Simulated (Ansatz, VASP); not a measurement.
**Two plane-wave programs on AlN**

INCAR

```
SYSTEM = AlN
PREC     = Accurate       ! precision mode
ENCUT    = 520            ! plane-wave cutoff, eV
EDIFF    = 1E-6           ! SCF threshold, eV
ISMEAR   = 0              ! smearing method
SIGMA    = 0.05           ! smearing width, eV
LREAL    = .False.        ! projectors in reciprocal space
LASPH    = .True.         ! aspherical terms in the spheres
NELM     = 100            ! most SCF steps
ALGO     = Normal         ! electronic algorithm
ISIF     = 2              ! what is computed and relaxed
LWAVE    = .False.        ! write WAVECAR
LCHARG   = .False.        ! write CHGCAR
GGA      = PS             ! functional
NBANDS   = 16             ! bands
```

File KPOINTS:

```
regular mesh
0
Gamma
  9 9 6
  0 0 0
```

The input POSCAR:

```
AlN
1.0
    3.3455966537      0.0000000000      0.0000000000
   -1.6727983269      2.8973716929      0.0000000000
    0.0000000000      0.0000000000      4.1298045093
Al N
2 2
Direct
    0.3333333333      0.6666666667      0.7500000000
    0.6666666667      0.3333333333      0.2500000000
    0.3333333333      0.6666666667      0.2500000000
    0.6666666667      0.3333333333      0.7500000000
```

Input for Ansatz:

```yaml
crystal:
  lattice:
    - [3.3455966537, 0.0, 0.0]
    - [-1.6727983269, 2.8973716929, 0.0]
    - [0.0, 0.0, 4.1298045093]
  atoms:
    - { symbol: Al, position: [0.3333333333, 0.6666666667, 0.75] }
    - { symbol: Al, position: [0.6666666667, 0.3333333333, 0.25] }
    - { symbol: "N", position: [0.3333333333, 0.6666666667, 0.25] }
    - { symbol: "N", position: [0.6666666667, 0.3333333333, 0.75] }
basis:
  ecutwfc: 520.0
kpoints:
  mp_grid: { grid: [9, 9, 6] }
hamiltonian:
  xc: pbesol
scf:
  occupations: { method: gaussian, width: 0.05 }
output:
  forces: true
  stress: true
  eigenvalues: true
  write_density: true
  write_potential: true
  elf: true
  volumetric_format: npy
```

Alike in both runs: task single point; functional PBEsol; k mesh 9 × 9 × 6; occupations gaussian, width 0.05 eV; no spin polarisation.

```csv
,VASP,Ansatz
version,VASP 6.6.1,Ansatz 0.2.0
potentials or method,"VASP PAW PBE potentials, release 64 (Al, N), cutoff 520 eV","scalar-relativistic, plane waves, PAW"
valence electrons in the cell,16,16
```

|  | VASP | Ansatz | Ansatz less VASP |
| --- | --- | --- | --- |
| gap on the k mesh at the Fermi level (eV) | 3.21 | 3.20 | -0.012 |
| least direct gap on the mesh (eV) | 3.21 | 3.20 | -0.012 |
| pressure (GPa) | -5.2 | -5.1 | +0.09 |
| traceless stress, the component that is largest in VASP (GPa) | 2.43 | 2.43 | +0.005 |

VASP's potentials were made for PBE, not for PBEsol. With one functional, cell and mesh, what is left measures potentials, basis and numerics.
